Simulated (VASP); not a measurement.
# Hg (R-3m) in VASP: a series of runs

Hg is run at these levels: LDA; tasks: single point.

All numbers are computed with VASP 6.6.1; they aren't measurements. Logs are shortened: lines on timing, memory, paths and dates and some standing lists are left out, and cuts for length are marked.

## 1. The cell of the first run

The structure is trigonal, space group R-3m (No. 166). The conventional cell has a = 3.493 Å, b = 3.493 Å, c = 6.444 Å, α = 90.00°, β = 90.00°, γ = 120.00°. Within 3.9 Å of Hg (site symmetry -3m) lie 12 Hg at 2.95 to 3.49 Å.

## 2. Single point, LDA

Input file INCAR:

```
SYSTEM = Hg
PREC = Accurate
ENCUT = 520
EDIFF = 1E-6
ISMEAR = 1
SIGMA = 1.0
LREAL = .False.
LASPH = .True.
NELM = 60
ALGO = Normal
ISIF = 2
LWAVE = .False.
LCHARG = .False.
NBANDS = 12
```

Input file KPOINTS:

```
Automatic mesh
0
Gamma
  11 11 11
  0 0 0
```

Input file POSCAR:

```
Hg
1.0
    1.7463233735      1.0082402698      2.1478810803
   -1.7463233735      1.0082402698      2.1478810803
    0.0000000000     -2.0164805396      2.1478810803
Hg
1
Direct
    0.0000000000      1.0000000000      0.0000000000
```

Potentials or basis: VASP PAW LDA potentials, release 64 (Hg).

Started as:

```bash
$ cat potpaw_LDA.64/Hg/POTCAR > POTCAR
$ mpirun -np 1 vasp_std > vasp.out
```

OUTCAR:

```text
SYSTEM = Hg
   PREC = Accurate
   ENCUT = 520
   EDIFF = 1E-6
   ISMEAR = 1
   LREAL = .False.
   LASPH = .True.
   NELM = 60
   ISIF = 2

 ion  position               nearest neighbor table
   1  0.000  0.000  0.000-

  LATTYP: Found a trigonal (rhomboedric) cell.
 ALAT       =     2.9461138643
 COS(alpha) =     0.2972833017

  Lattice vectors:

 A1 = (   1.7463233735,   1.0082402698,   2.1478810803)
 A2 = (  -1.7463233735,   1.0082402698,   2.1478810803)
 A3 = (   0.0000000000,  -2.0164805396,   2.1478810803)

Analysis of symmetry for initial positions (statically):
=====================================================================
 Subroutine PRICEL returns:
 Original cell was already a primitive cell.

 Routine SETGRP: Setting up the symmetry group for a
 trigonal (rhombohedral) supercell.

 Subroutine GETGRP returns: Found 12 space group operations
 (whereof 12 operations were pure point group operations)
 out of a pool of 12 trial point group operations.

The static configuration has the point symmetry D_3d.

Analysis of symmetry for dynamics (positions and initial velocities):
=====================================================================
 Subroutine PRICEL returns:
 Original cell was already a primitive cell.

 Routine SETGRP: Setting up the symmetry group for a
 trigonal (rhombohedral) supercell.

 Subroutine GETGRP returns: Found 12 space group operations
 (whereof 12 operations were pure point group operations)
 out of a pool of 12 trial point group operations.

The dynamic configuration has the point symmetry D_3d.

 Subroutine INISYM returns: Found 12 space group operations
 (whereof 12 operations are pure point group operations),
 and found     1 'primitive' translations

----------------------------------------------------------------------------------------

                                     Primitive cell

  volume of cell :      22.6908

  direct lattice vectors                    reciprocal lattice vectors
     1.746323374  1.008240270  2.147881080     0.286315815  0.165304513  0.155191708
    -1.746323374  1.008240270  2.147881080    -0.286315815  0.165304513  0.155191708
     0.000000000 -2.016480540  2.147881080     0.000000000 -0.330609026  0.155191708

  length of vectors
     2.946113864  2.946113864  2.946113864     0.365221569  0.365221569  0.365221569

  position of ions in fractional coordinates (direct lattice)
     0.000000000  0.000000000  0.000000000

  ion indices of the primitive-cell ions
   primitive index   ion index
                 1           1

----------------------------------------------------------------------------------------

 KPOINTS: Automatic mesh

Automatic generation of k-mesh.
 Grid dimensions read from file:
 generate k-points for:   11   11   11

 Generating k-lattice:

  Cartesian coordinates                     Fractional coordinates (reciprocal lattice)
     0.026028710  0.015027683  0.014108337     0.090909091  0.000000000  0.000000000
    -0.026028710  0.015027683  0.014108337     0.000000000  0.090909091  0.000000000
     0.000000000 -0.030055366  0.014108337     0.000000000  0.000000000  0.090909091

  Length of vectors
     0.033201961  0.033201961  0.033201961

  Shift w.r.t. Gamma in fractional coordinates (k-lattice)
     0.000000000  0.000000000  0.000000000

 Subroutine IBZKPT returns following result:
 ===========================================

 Found    146 irreducible k-points:

 Following reciprocal coordinates:
            Coordinates               Weight
  0.000000  0.000000  0.000000      1.000000
  0.090909  0.000000 -0.000000      6.000000
  0.181818 -0.000000 -0.000000      6.000000
  0.272727  0.000000 -0.000000      6.000000
  0.363636 -0.000000 -0.000000      6.000000
  0.454545  0.000000 -0.000000      6.000000
[... 16 lines left out ...]
 -0.272727  0.181818  0.000000     12.000000
 -0.181818  0.181818  0.000000      6.000000
 [... further k-points ...]
   k-points           NKPTS =    146   k-points in BZ     NKDIM =    146   number of bands    NBANDS=     12
   number of dos      NEDOS =    301   number of ions     NIONS =      1
   total plane-waves  NPLWV =  13824
   dimension x,y,z NGX =    24 NGY =   24 NGZ =   24
   dimension x,y,z NGXF=    48 NGYF=   48 NGZF=   48
   ions per type =               1
   NGX,Y,Z   is equivalent  to a cutoff of  13.54, 13.54, 13.54 a.u.
   NGXF,Y,Z  is equivalent  to a cutoff of  27.09, 27.09, 27.09 a.u.
 SYSTEM =  Hg
   PREC   = accura    normal or accurate (medium, high low for compatibility)
   ISTART =      0    job   : 0-new  1-cont  2-samecut
   ICHARG =      2    charge: 1-file 2-atom 10-const
   ISPIN  =      1    spin polarized calculation?
   LNONCOLLINEAR =      F non collinear calculations
   LSORBIT =      F    spin-orbit coupling
   LASPH  =      T    aspherical Exc in radial PAW
   ENCUT  =  520.0 eV  38.22 Ry    6.18 a.u.   5.48  5.48  5.48*2*pi/ulx,y,z
   NELM   =     60;   NELMIN=  2; NELMDL= -5     # of ELM steps
   EDIFF  = 0.1E-05   stopping-criterion for ELM
   LREAL  =      F    real-space projection
   EDIFFG = 0.1E-04   stopping-criterion for IOM
   NSW    =      0    number of steps for IOM
   IBRION =     -1    ionic relax: 0-MD 1-quasi-New 2-CG
   NFREE  =      0    steps in history (QN), initial steepest desc. (CG)
   ISIF   =      2    stress and relaxation
   ISYM   =      2    0-nonsym 1-usesym 2-fastsym
   POTIM  = 0.5000    time-step for ionic-motion
   TEBEG  =    0.0;   TEEND  =   0.0 temperature during run
   PSTRESS=    0.0 pullay stress
   NELECT =      12.0000    total number of electrons
   NUPDOWN=      -1.0000    fix difference up-down
   EMIN   =  10.00;   EMAX   =-10.00  energy-range for DOS
   EFERMI =   0.00;   METHOD = LEGACY
   ISMEAR =     1;   SIGMA  =   1.00  broadening in eV -4-tet -1-fermi 0-gaus
   EFERMI_NEDOS =   21; number of points for ismear=-14 and -15
   IALGO  =     38    algorithm
   IMIX   =      4    mixing-type and parameters
     AMIX     =   0.40;   BMIX     =  1.00
     AMIX_MAG =   1.60;   BMIX_MAG =  1.00
  volume/ion in A,a.u.               =      22.69       153.13
  Fermi-wavevector in a.u.,A,eV,Ry     =   1.323890  2.501789 23.846718  1.752684
  Thomas-Fermi vector in A             =   2.453465
   LORBIT       =      0    0 simple, 1 ext, 2 COOP (PROOUT), +10 PAW based schemes
   GGA     = CA    functional components
   LHFCALC =     F    Hartree Fock is set to
   AEXX    =    0.0000 exact exchange contribution
   IVDW    =     0    specifies the selected vdW correction
   LEPSILON=     F    determine dielectric tensor
   LRPA    =     F    only Hartree local field effects (RPA)
 non-spin polarized calculation
 Methfessel and Paxton  Order N= 1 SIGMA  =   1.00
  energy-cutoff  :      520.00
  volume of cell :       22.69
 maximum number of plane-waves:       631
 NGX is ok and might be reduce to    24
   NGX = 11   NGY = 11   NGZ = 11

 number of electron      12.0000003 magnetization

 Free energy of the ion-electron system (eV)
  ---------------------------------------------------
  ext. energy  EPLUGINS =         0.00000000
  ---------------------------------------------------
  free energy    TOTEN  =        -0.96341232 eV

  energy without entropy =       -0.97359335  energy(sigma->0) =       -0.96680600

 E-fermi :   2.9345     XC(G=0): -11.3635

 val. band max:        2.9316912257   @ k =  -0.4545   0.2727   0.0000
 cond. band min:       2.9582121760   @ k =  -0.4545   0.4545   0.0000
 fundamental gap:      0.0265209503
 Fermi energy:         2.9344959935

 k-point     1 :       0.0000    0.0000    0.0000
  band No.  band energies     occupation
      1      -6.6760      2.00000
      2      -5.1400      2.00000
      3      -5.1400      2.00000
      4      -3.4586      2.00000
      5      -3.3441      2.00000
      6      -3.3441      2.00000
      7      14.9030     -0.00000
      8      15.3183     -0.00000
      9      15.3183     -0.00000
     10      19.9558     -0.00000
     11      21.2915     -0.00000
     12      21.2915     -0.00000

 k-point     2 :       0.0909    0.0000   -0.0000
  band No.  band energies     occupation
      1      -6.4903      2.00000
      2      -5.1270      2.00000
      3      -5.0662      2.00000
      4      -3.4636      2.00000
      5      -3.3783      2.00000
      6      -3.3540      2.00000
      7      13.4751     -0.00000
      8      15.1246     -0.00000
      9      15.4681     -0.00000
     10      20.5314     -0.00000
     11      21.1547     -0.00000
     12      22.4270     -0.00000

 k-point     3 :       0.1818   -0.0000   -0.0000
  band No.  band energies     occupation
      1      -6.0470      2.00000
      2      -5.1007      2.00000
      3      -4.7593      2.00000
      4      -3.4582      2.00000
      5      -3.4561      2.00000
      6      -3.3738      2.00000
      7      10.4813     -0.00000
      8      15.4254     -0.00000
      9      15.8027     -0.00000
     10      20.8313     -0.00000
     11      20.8773     -0.00000
     12      23.0095      0.00000
[... 286 lines left out ...]
 k-point    23 :      -0.2727    0.1818    0.0000
  band No.  band energies     occupation
      1      -5.3025      2.00000
      2      -4.7864      2.00000
      3      -4.0987      2.00000
      4      -3.5264      2.00000
      5      -3.4706      2.00000
      6      -2.4116      2.00000
      7       6.8301     -0.00000
      8      10.0796     -0.00000
      9      17.5877     -0.00000
     10      19.7347     -0.00000
     11      20.2810     -0.00000
     12      22.7844     -0.00000

 k-point    24 :      -0.1818    0.1818    0.0000
  band No.  band energies     occupation
      1      -5.4055      2.00000
      2      -4.8279      2.00000
      3      -4.6265      2.00000
      4      -3.5069      2.00000
      5      -3.4994      2.00000
      6      -3.0172      2.00000
      7       9.2688     -0.00000
      8      10.3984     -0.00000
      9      17.4519     -0.00000
     10      19.4757     -0.00000
     11      21.2413     -0.00000
     12      22.8163     -0.00000

 [... further k-points ...]

------------------------ aborting loop because EDIFF is reached ----------------------------------------

  FORCE on cell =-STRESS in cart. coord.  units (eV):
  Direction    XX          YY          ZZ          XY          YZ          ZX
  --------------------------------------------------------------------------------------
  -------------------------------------------------------------------------------------
  Total        0.0847093      0.0847093      0.0941428      0.0000000      0.0000000      0.0000000
  in kB        5.9812414      5.9812414      6.6473367      0.0000000      0.0000000      0.0000000
  external PRESSURE =       6.2032732 kB  Pullay stress =       0.0000000 kB

 VOLUME and BASIS-vectors are now :
 -----------------------------------------------------------------------------
  energy-cutoff  :      520.00
  volume of cell :       22.69
      direct lattice vectors                 reciprocal lattice vectors
     1.746323374  1.008240270  2.147881080     0.286315815  0.165304513  0.155191708
    -1.746323374  1.008240270  2.147881080    -0.286315815  0.165304513  0.155191708
     0.000000000 -2.016480540  2.147881080     0.000000000 -0.330609026  0.155191708

 POSITION                                       TOTAL-FORCE (eV/Angst)
 -----------------------------------------------------------------------------------
      0.00000      0.00000      0.00000        -0.000000      0.000000      0.000000
 -----------------------------------------------------------------------------------
    total drift:                                0.000000     -0.000000      0.000000

  FREE ENERGIE OF THE ION-ELECTRON SYSTEM (eV)
  ---------------------------------------------------
  free  energy   TOTEN  =        -0.9634123190 eV

  energy  without entropy=       -0.9735933471  energy(sigma->0) =       -0.96680600
```

Wall time 27 s (1 thread of Intel Xeon 8259CL, shared host); peak memory 0.16 GiB.

What came out:

```yaml
Free_energy: -0.9634 eV
Pressure: 0.6 GPa
Band_gap_on_the_k_mesh: zero (bands 6 and 7 overlap by 2.76 eV)
```

Levels at points of the mesh, in eV from the Fermi level:
| k point | band 3 | band 4 | band 5 | band 6 | band 7 | band 8 | band 9 | band 10 |
| --- | --- | --- | --- | --- | --- | --- | --- | --- |
| (0.00, 0.00, 0.00) | -8.07 | -6.39 | -6.28 | -6.28 | 11.97 | 12.38 | 12.38 | 17.02 |

Caveat: so wide a smearing shifts energies and pressures; spin-orbit coupling is left out, which moves the levels of the heavy elements.

## 3. Single point, LDA

Input file INCAR:

```
  PREC = Accurate
  ENCUT = 520
  EDIFF = 1E-6
  ISMEAR = 1
  SIGMA = 0.01
  LREAL = F
  LASPH = T
  NELM = 80
  ALGO = Normal
  ISIF = 2
  LWAVE = F
  LCHARG = F
  NBANDS = 12
```

Input file KPOINTS:

```
Automatic mesh
0
Gamma
  11 11 11
```

POSCAR is that of step 2.

Potentials or basis: VASP PAW LDA potentials, release 64 (Hg).

Started as:

```bash
$ cat potpaw_LDA.64/Hg/POTCAR > POTCAR
$ mpirun -np 1 vasp_std > vasp.out
```

It took 29 s on 1 thread of Intel Xeon 8259CL, shared host; peak memory 0.15 GiB.

It converged, with:

* Free energy: -0.9664 eV
* Pressure: 0.9 GPa
* Band gap on the k mesh: zero (bands 6 and 7 overlap by 2.76 eV)

Stress tensor (GPa, compression positive):
```
0.57 0.00 0.00
0.00 0.57 0.00
0.00 0.00 1.42
```

Levels at points of the mesh, in eV from the Fermi level:
| k point | band 3 | band 4 | band 5 | band 6 | band 7 | band 8 | band 9 | band 10 |
| --- | --- | --- | --- | --- | --- | --- | --- | --- |
| (0.00, 0.00, 0.00) | -7.87 | -6.19 | -6.08 | -6.08 | 12.17 | 12.58 | 12.58 | 17.22 |

Caveat: spin-orbit coupling is left out, which moves the levels of the heavy elements.

## 4. Single point, LDA

Input file INCAR:

```
PREC = Accurate
ENCUT = 520
EDIFF = 1E-6
ISMEAR = 1
SIGMA = 0.03
LREAL = F
LASPH = T
NELM = 100
ALGO = Normal
ISIF = 2
LWAVE = F
LCHARG = T
GGA = CA
LELF = T
LVHAR = T
NBANDS = 12
```

KPOINTS is that of step 3.

POSCAR is that of step 3.

Started as:

```bash
$ cat potpaw_LDA.64/Hg/POTCAR > POTCAR
$ mpirun -np 1 vasp_std > vasp.out
```

Run time: 28 s. Hardware: 1 thread of Intel Xeon 8259CL, shared host; peak memory 0.16 GiB.

The run converged. Its results:

```
Free energy            : -0.9664 eV
Pressure               : 0.9 GPa
Band gap on the k mesh : zero (bands 6 and 7 overlap by 2.76 eV)
```

Stress tensor (GPa, compression positive):
```
0.58 0.00 0.00
0.00 0.58 0.00
0.00 0.00 1.49
```

Levels at points of the mesh, in eV from the Fermi level:
```
           k point  band 4  band 5  band 6  band 7  band 8  band 9
(0.00, 0.00, 0.00)   -6.20   -6.08   -6.08   12.16   12.57   12.57
```

Caveat: spin-orbit coupling is left out, which moves the levels of the heavy elements.

## 5. Single point, LDA

Input file INCAR:

```
SYSTEM = Hg
PREC     = Accurate       ! precision mode
ENCUT    = 520            ! plane-wave cutoff, eV
EDIFF    = 1E-6           ! SCF threshold, eV
ISMEAR   = 1              ! smearing method
SIGMA    = 0.1            ! smearing width, eV
LREAL    = .False.        ! projectors in reciprocal space
LASPH    = .True.         ! aspherical terms in the spheres
NELM     = 60             ! most SCF steps
ALGO     = Normal         ! electronic algorithm
ISIF     = 2              ! what is computed and relaxed
LWAVE    = .False.        ! write WAVECAR
LCHARG   = .False.        ! write CHGCAR
NBANDS   = 12             ! bands
```

Input file KPOINTS:

```
Automatic mesh
0
Gamma
  11 11 11
  0 0 0
```

POSCAR is that of step 4.

Potentials or basis: VASP PAW LDA potentials, release 64 (Hg).

Started as:

```bash
$ cat potpaw_LDA.64/Hg/POTCAR > POTCAR
$ mpirun -np 1 vasp_std > vasp.out
```

OUTCAR:

```text
SYSTEM = Hg
   PREC = Accurate
   ENCUT = 520
   EDIFF = 1E-6
   ISMEAR = 1
   LREAL = .False.
   LASPH = .True.
   NELM = 60
   ISIF = 2

 ion  position               nearest neighbor table
   1  0.000  0.000  0.000-

  LATTYP: Found a trigonal (rhomboedric) cell.
 ALAT       =     2.9461138643
 COS(alpha) =     0.2972833017

  Lattice vectors:

 A1 = (   1.7463233735,   1.0082402698,   2.1478810803)
 A2 = (  -1.7463233735,   1.0082402698,   2.1478810803)
 A3 = (   0.0000000000,  -2.0164805396,   2.1478810803)
[... 539 lines left out ...]
     12      22.8178      0.00000

 [... further k-points ...]

------------------------ aborting loop because EDIFF is reached ----------------------------------------

  FORCE on cell =-STRESS in cart. coord.  units (eV):
  Direction    XX          YY          ZZ          XY          YZ          ZX
  --------------------------------------------------------------------------------------
  -------------------------------------------------------------------------------------
  Total        0.0887498      0.0887498      0.2000315     -0.0000000      0.0000000      0.0000000
  in kB        6.2665399      6.2665399     14.1240377     -0.0000000      0.0000000      0.0000000
  external PRESSURE =       8.8857058 kB  Pullay stress =       0.0000000 kB

 VOLUME and BASIS-vectors are now :
 -----------------------------------------------------------------------------
  energy-cutoff  :      520.00
  volume of cell :       22.69
      direct lattice vectors                 reciprocal lattice vectors
     1.746323374  1.008240270  2.147881080     0.286315815  0.165304513  0.155191708
    -1.746323374  1.008240270  2.147881080    -0.286315815  0.165304513  0.155191708
     0.000000000 -2.016480540  2.147881080     0.000000000 -0.330609026  0.155191708

 POSITION                                       TOTAL-FORCE (eV/Angst)
 -----------------------------------------------------------------------------------
      0.00000      0.00000      0.00000         0.000000      0.000000      0.000000
 -----------------------------------------------------------------------------------
    total drift:                                0.000000     -0.000000      0.000000

  FREE ENERGIE OF THE ION-ELECTRON SYSTEM (eV)
  ---------------------------------------------------
  free  energy   TOTEN  =        -0.9665521820 eV

  energy  without entropy=       -0.9664677189  energy(sigma->0) =       -0.96652403
```

Wall time 29 s (1 thread of Intel Xeon 8259CL, shared host); peak memory 0.16 GiB.

Results:

| Item | Value |
| --- | --- |
| Free energy | -0.9666 eV |
| Pressure | 0.9 GPa |
| Band gap on the k mesh | zero (bands 6 and 7 overlap by 2.76 eV) |

Caveat: spin-orbit coupling is left out, which moves the levels of the heavy elements.

## 6. The runs side by side

```csv
smearing,gap on the mesh (eV),pressure (GPa)
methfessel-paxton 1 eV,none,0.6
methfessel-paxton 0.01 eV,none,0.9
methfessel-paxton 0.03 eV,none,0.9
methfessel-paxton 0.1 eV,none,0.9
```

Alike in all rows: task single point; level LDA; potentials or basis VASP PAW LDA potentials, release 64 (Hg); no spin polarisation; cell as given; k mesh 11 × 11 × 11; cutoff (eV) 520.

Caveats: spin-orbit coupling is left out, which moves the levels of the heavy elements; so wide a smearing shifts energies and pressures (at least some runs).

Total energies depend on the potentials used, so only differences within one code and one set of settings carry meaning.

The gap in the log of VASP goes by the Fermi energy; the results here count the filled bands.